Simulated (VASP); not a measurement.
## V: electric field gradients with PBE

V:

```
CELL_PARAMETERS angstrom
-1.51300 1.51300 1.46761
1.51300 -1.51300 1.46761
1.51300 1.51300 -1.46761
ATOMIC_POSITIONS crystal
V 0.00000 0.00000 0.00000
```

This cell differs from its parent crystal: zz strain of -3 %.

```
Program                : VASP 6.6.1
Task                   : electric field gradients
Functional             : PBE
Potentials or basis    : VASP PAW PBE potentials, release 64 (V_sv)
Cutoff                 : 520 eV
k mesh                 : 19 × 19 × 19
Occupations            : fermi-dirac, width 0.03 eV
Spin                   : collinear spin, ferromagnetic start
Starting moments       : [1.5] μB
Dipole correction      : no
Further INCAR settings : ALGO = Normal; EDIFF = 1e-08; NBANDS = 16
```

```
Pressure                                              : 0.5 GPa
Net moment                                            : 0.00 μB per cell
Largest electric field gradient by atom               : V -2.2 V/Å²
Valence electrons inside the program's atomic spheres : V 11.66
```

Stress tensor (GPa, compression positive):
```
-0.80  0.00  0.00
 0.00 -0.80  0.00
 0.00  0.00  2.96
```

Levels at points of the mesh, in eV from the Fermi level:
Spin up:
```tsv
k point	band 2	band 3	band 4	band 5	band 6	band 7	band 8	band 9	band 10	band 11
(0.00, 0.00, 0.00)	-37.01	-37.01	-37.01	-6.59	0.25	0.50	0.50	2.28	2.57	20.30
```
Spin down:
| k point | band 4 | band 5 | band 6 | band 7 | band 8 | band 9 |
| --- | --- | --- | --- | --- | --- | --- |
| (0.00, 0.00, 0.00) | -37.01 | -6.59 | 0.25 | 0.50 | 0.50 | 2.28 |

Electric field gradients, principal values (V/Å²):
| atom | least | middle | greatest (by size) |
| --- | --- | --- | --- |
| 1 V | 1.118 | 1.123 | -2.242 |

Wall time 3.5 min on 1 thread of Intel(R) Xeon(R) Platinum 8259CL CPU @ 2.50GHz (Skylake/Cascade Lake) (shared host), peak memory 0.27 GiB.

Caveat: the cell differs from its parent crystal (zz strain of -3 %); the moments typed at the start vanished in this run; without QUAD_EFG the Cq values of the log hold for a quadrupole moment of 1 mb, not for the nuclei.
